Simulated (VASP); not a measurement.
# Tl (P6_3/mmc) in VASP: a series of runs, part 2 of 2

VASP 6.6.1. Earlier steps stand in the parts before.

**3. Single point, PBE+D3(BJ)**

This run uses another cell than the first one, of 29.61 Å³/atom, 1.036 times its volume.

Contents of INCAR:

```
SYSTEM = Tl
PREC = Accurate
ENCUT = 520
EDIFF = 1E-6
ISMEAR = 0
SIGMA = 0.1
LREAL = .FALSE.
LASPH = .TRUE.
NELM = 100
ALGO = Normal
ISIF = 2
LWAVE = .FALSE.
LCHARG = .FALSE.
GGA = PE
IVDW = 12
NBANDS = 20
```

Contents of KPOINTS:

```
regular mesh
0
G
  15 15 8
  0 0 0
```

Contents of POSCAR:

```
Tl
1.0
    3.5345601670      0.0000000000      0.0000000000
   -1.7672800835      3.0610188959      0.0000000000
    0.0000000000      0.0000000000      5.4733819209
Tl
2
Direct
    0.3333333333      0.6666666667      0.2500000000
    0.6666666667      0.3333333333      0.7500000000
```

Potentials or basis: VASP PAW PBE potentials, release 64 (Tl_d).

Run with:

```console
cat potpaw_PBE.64/Tl_d/POTCAR > POTCAR
mpirun -np 1 vasp_std > vasp.out
```

OUTCAR:

```text
SYSTEM = Tl
   PREC = Accurate
   ENCUT = 520
   EDIFF = 1E-6
   ISMEAR = 0
   LREAL = .FALSE.
   LASPH = .TRUE.
   NELM = 100
   ISIF = 2
   GGA = PE
   IVDW = 12
 IVDW          = 12

 ion  position               nearest neighbor table
   1  0.333  0.667  0.250-   2 3.41   2 3.41   2 3.41   2 3.41   2 3.41   2 3.41
   2  0.667  0.333  0.750-   1 3.41   1 3.41   1 3.41   1 3.41   1 3.41   1 3.41

  LATTYP: Found a hexagonal cell.
 ALAT       =     3.5345601670
 C/A-ratio  =     1.5485326780

  Lattice vectors:

 A1 = (   3.5345601670,   0.0000000000,   0.0000000000)
 A2 = (  -1.7672800835,   3.0610188959,   0.0000000000)
 A3 = (   0.0000000000,   0.0000000000,   5.4733819209)

Analysis of symmetry for initial positions (statically):
=====================================================================
 Subroutine PRICEL returns:
 Original cell was already a primitive cell.

 Routine SETGRP: Setting up the symmetry group for a
 hexagonal supercell.

 Subroutine GETGRP returns: Found 24 space group operations
 (whereof 12 operations were pure point group operations)
[... 163 lines left out ...]
  free energy    TOTEN  =        -4.43429657 eV

  energy without entropy =       -4.43089461  energy(sigma->0) =       -4.43259559

 E-fermi :   6.2243     XC(G=0): -10.0161

 val. band max:        6.1858454245   @ k =   0.2667   0.1333   0.0000
 cond. band min:       6.2479924178   @ k =   0.0667   0.0667   0.2500
 fundamental gap:      0.0621469933
 Fermi energy:         6.2243428642

 k-point     1 :       0.0000    0.0000    0.0000
  band No.  band energies     occupation
      1      -5.5213      2.00000
      2      -5.2999      2.00000
      3      -5.2999      2.00000
      4      -5.2917      2.00000
      5      -5.2463      2.00000
      6      -5.2463      2.00000
[... 541 lines left out ...]
     19      13.6109      0.00000
     20      17.6043      0.00000

 [... further k-points ...]

------------------------ aborting loop because EDIFF is reached ----------------------------------------

 Edisp (eV)   -0.66122

 E8    (eV) :    -0.3457

  FORCE on cell =-STRESS in cart. coord.  units (eV):
  Direction    XX          YY          ZZ          XY          YZ          ZX
  --------------------------------------------------------------------------------------
  -------------------------------------------------------------------------------------
  Total      -0.02493    -0.02493    -0.01788     0.00000     0.00000     0.00000
  in kB      -0.67461    -0.67461    -0.48373     0.00000     0.00000     0.00000
  external pressure =       -0.61 kB  Pullay stress =        0.00 kB

 VOLUME and BASIS-vectors are now :
 -----------------------------------------------------------------------------
  energy-cutoff  :      520.00
  volume of cell :       59.22
      direct lattice vectors                 reciprocal lattice vectors
     3.534560167  0.000000000  0.000000000     0.282920633  0.163344304  0.000000000
    -1.767280083  3.061018896  0.000000000     0.000000000  0.326688607  0.000000000
     0.000000000  0.000000000  5.473381921     0.000000000  0.000000000  0.182702398

 POSITION                                       TOTAL-FORCE (eV/Angst)
 -----------------------------------------------------------------------------------
     -0.00000      2.04068      1.36835        -0.000000      0.000000      0.000000
      1.76728      1.02034      4.10504         0.000000     -0.000000      0.000000
 -----------------------------------------------------------------------------------
    total drift:                               -0.000000      0.000000     -0.000000

  FREE ENERGIE OF THE ION-ELECTRON SYSTEM (eV)
  ---------------------------------------------------
  free  energy   TOTEN  =        -5.0955215422 eV

  energy  without entropy=       -5.0921195829  energy(sigma->0) =       -5.09382056
```

OSZICAR:

```text
N       E                     dE             d eps       ncg     rms          rms(c)
DAV:   1     0.129828691139E+03    0.12983E+03   -0.14181E+04  5440   0.122E+03
DAV:   2    -0.196272922347E+01   -0.13179E+03   -0.12925E+03  5904   0.274E+02
DAV:   3    -0.446783803319E+01   -0.25051E+01   -0.24964E+01  6256   0.330E+01
DAV:   4    -0.448321628450E+01   -0.15378E-01   -0.15377E-01  5716   0.280E+00
DAV:   5    -0.448343600036E+01   -0.21972E-03   -0.21972E-03  6048   0.333E-01    0.280E+00
DAV:   6    -0.444189353780E+01    0.41542E-01   -0.71421E-02  5684   0.205E+00    0.198E+00
DAV:   7    -0.443480345794E+01    0.70901E-02   -0.31404E-02  5816   0.136E+00    0.690E-01
DAV:   8    -0.443428407638E+01    0.51938E-03   -0.25244E-03  5636   0.370E-01    0.366E-02
DAV:   9    -0.443429096993E+01   -0.68936E-05   -0.18932E-05  5996   0.359E-02    0.151E-02
DAV:  10    -0.443429636188E+01   -0.53919E-05   -0.48192E-06  4728   0.174E-02    0.127E-03
DAV:  11    -0.443429657267E+01   -0.21079E-06   -0.40552E-07  2896   0.514E-03
   1 F= -.50955215E+01 E0= -.50938206E+01  d E =-.340196E-02
```

Run time: 87 s. Hardware: 1 thread of Intel Xeon Platinum 8488C (Sapphire Rapids), shared host; peak memory 0.27 GiB.

What came out:

- Free energy: -5.0955 eV
- Pressure: -0.1 GPa
- Band gap on the k mesh: zero (band 13 reaches 9.94 eV, above the bottom of band 14 at 4.13 eV)
- Dispersion energy per atom: -0.331 eV

Caveat: spin-orbit coupling is left out, which moves the levels of the heavy elements; pairwise dispersion overbinds metals, which lowers pressure and volume.

**4. Relaxation of cell and atoms, PBE+D3(BJ)**

Contents of INCAR:

```
ALGO = Normal
EDIFF = 1E-7
EDIFFG = -0.005
ENCUT = 600
GGA = PE
IBRION = 2
ISIF = 3
ISMEAR = 0
IVDW = 12
LASPH = T
LCHARG = F
LREAL = F
LWAVE = F
NELM = 100
NSW = 100
PREC = Accurate
SIGMA = 0.1
```

Contents of KPOINTS:

```
k-points
0
Gamma
  15 15 8
```

Contents of POSCAR:

```
Tl
1.0
    3.4560000000      0.0000000000      0.0000000000
   -1.7280000000      2.9929837955      0.0000000000
    0.0000000000      0.0000000000      5.5250000000
Tl
2
Direct
    0.3333333333      0.6666666667      0.2500000000
    0.6666666667      0.3333333333      0.7500000000
```

Run with:

```console
cat potpaw_PBE.64/Tl_d/POTCAR > POTCAR
mpirun -np 1 vasp_std > vasp.out
```

It took 15 min on 1 thread of Intel Xeon Platinum 8488C (Sapphire Rapids), shared host; peak memory 0.3 GiB.

Results (log left out):

| Property | Result |
| --- | --- |
| Free energy | -5.0950 eV |
| Relaxed volume | 29.60 Å³/atom |
| Relaxed cell | a = 3.530 Å, b = 3.530 Å, c = 5.485 Å, α = 90.00°, β = 90.00°, γ = 120.00° |
| Space group after relaxing (to 0.05 Å) | P6_3/mmc (No. 194) |
| Energy gained by relaxing | 4.2 meV/atom |
| Ionic steps | 12 |
| Pressure after relaxing | 0.0 GPa |
| Band gap on the k mesh | zero (band 13 reaches 9.91 eV, above the bottom of band 14 at 4.13 eV) |
| Dispersion energy per atom | -0.331 eV |

The path:
| step | energy change (eV) | largest force (eV/Å) | pressure (GPa) | volume (Å³) |
| --- | --- | --- | --- | --- |
| 1 | 0.0000 | 0.0000 | 1.20 | 57.15 |
| 2 | -0.0072 | 0.0000 | 0.09 | 58.94 |
| 3 | -0.0073 | 0.0000 | -0.03 | 59.16 |
| 4 | -0.0073 | 0.0000 | -0.01 | 59.12 |
| 5 | -0.0076 | 0.0000 | -0.01 | 59.12 |
| 6 | -0.0081 | 0.0000 | 0.01 | 59.14 |
| 7 | -0.0082 | 0.0000 | 0.04 | 59.16 |
| 8 | -0.0083 | 0.0000 | 0.02 | 59.15 |
| 9 | -0.0083 | 0.0000 | 0.02 | 59.15 |
| 10 | -0.0083 | 0.0000 | 0.02 | 59.15 |
| 11 | -0.0083 | 0.0000 | -0.02 | 59.24 |
| 12 | -0.0083 | 0.0000 | 0.00 | 59.20 |

Final structure:
```
CELL_PARAMETERS angstrom
3.53009 0.00000 0.00000
-1.76505 3.05715 0.00000
0.00000 0.00000 5.48521
ATOMIC_POSITIONS crystal
Tl 0.33333 0.66667 0.25000
Tl 0.66667 0.33333 0.75000
```

Levels at points of the mesh, in eV from the Fermi level:
```
           k point  band 10  band 11  band 12  band 13  band 14  band 15  band 16  band 17
(0.00, 0.00, 0.00)   -11.11    -9.82    -4.86    -2.61     7.41     7.41     9.50     9.50
(0.00, 0.00, 0.50)   -11.21    -8.39    -8.39     3.63     3.63     8.41     8.41     8.41
```

Caveat: spin-orbit coupling is left out, which moves the levels of the heavy elements; pairwise dispersion overbinds metals, which lowers pressure and volume.

**5. The runs side by side**

| task | cell | k mesh | cutoff (eV) | gap on the mesh (eV) | pressure (GPa) |
| --- | --- | --- | --- | --- | --- |
| single point | a = 3.456, b = 3.456, c = 5.525 Å, angles 90.0, 90.0, 120.0°, 2 atoms | 6 × 6 × 4 | 520 | none | 1.0 |
| single point | a = 3.535, b = 3.535, c = 5.473 Å, angles 90.0, 90.0, 120.0°, 2 atoms | 15 × 15 × 8 | 520 | none | -0.1 |
| relaxation of cell and atoms | relaxed from a = 3.456, b = 3.456, c = 5.525 Å, angles 90.0, 90.0, 120.0°, 2 atoms | 15 × 15 × 8 | 600 | none | 0.0 |

Alike in all rows: level PBE+D3(BJ); potentials or basis VASP PAW PBE potentials, release 64 (Tl_d); no spin polarisation; smearing gaussian 0.1 eV.

Caveats: spin-orbit coupling is left out, which moves the levels of the heavy elements; pairwise dispersion overbinds metals, which lowers pressure and volume.

Total energies depend on the potentials used, so only differences within one code and one set of settings carry meaning.
